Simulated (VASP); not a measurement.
Here is a VASP 6.6.1 calculation.

INCAR

```
SYSTEM = TiC
PREC = Accurate ; ENCUT = 520
EDIFF = 1E-7 ; ISMEAR = 0
SIGMA = 0.1 ; LREAL = Auto
LASPH = .TRUE. ; NELM = 80
ALGO = Normal ; ISIF = 2
LWAVE = .FALSE. ; LCHARG = .FALSE.
GGA = PE ; ISYM = 0
NBANDS = 78
```

KPOINTS

```
regular mesh
0
G
  3 3 3
  0 0 0
```

POSCAR

```
TiC
1.0
   -1.4426443395      4.3835891541      3.4916914700
    3.9608333906     -1.3730881786      3.4221353091
    3.8591383765      4.2123379792     -1.2713931645
Ti C
8 8
Direct
    0.5982799921      0.9106336086      1.0961288732
    0.4846568875     -0.1425788249      0.5771498860
    0.3351511792      0.4004680727      0.1637024648
   -0.0300157833      0.8444609797      0.6433060037
    0.2036452716      0.3504802326      0.6389542991
    0.0949399155      0.9094262333      0.1129854622
    0.8564130273      0.4391277554      0.0790473174
    0.7192577184      0.3535583736      0.6518805450
    0.5513924210      0.5450571248      0.3791325833
    0.9084488214      0.1333183327      0.8784537212
    0.1842880784      0.6355527881      0.8588733577
    1.0105097634      0.5424576548      0.3870924020
    0.2698024822      0.0389555945      0.3620982851
    0.3891475820      0.7347000666      0.9291897517
    0.7901524962      0.6852641605      0.3530727033
    0.6322594216      0.6304301014      0.8680790355
```

Potentials or basis: VASP PAW PBE potentials, release 64 (Ti_sv, C).

Command:

```sh
$ cat potpaw_PBE.64/Ti_sv/POTCAR potpaw_PBE.64/C/POTCAR > POTCAR
$ mpirun -np 1 vasp_std > vasp.out
```

Q: Estimate the largest force.

A: 0.050 eV/Å.

Q: What does it give for the pressure?

A: 0.3 GPa.

Q: Estimate the band gap on the k mesh.

A: Zero (bands 64 and 65 overlap by 0.17 eV).

Stress tensor (GPa, compression positive):
```
 0.29 -0.05 -0.02
-0.05  0.37 -0.06
-0.02 -0.06  0.24
```

Caveat: the k points lie up to 0.39 Å⁻¹ apart.
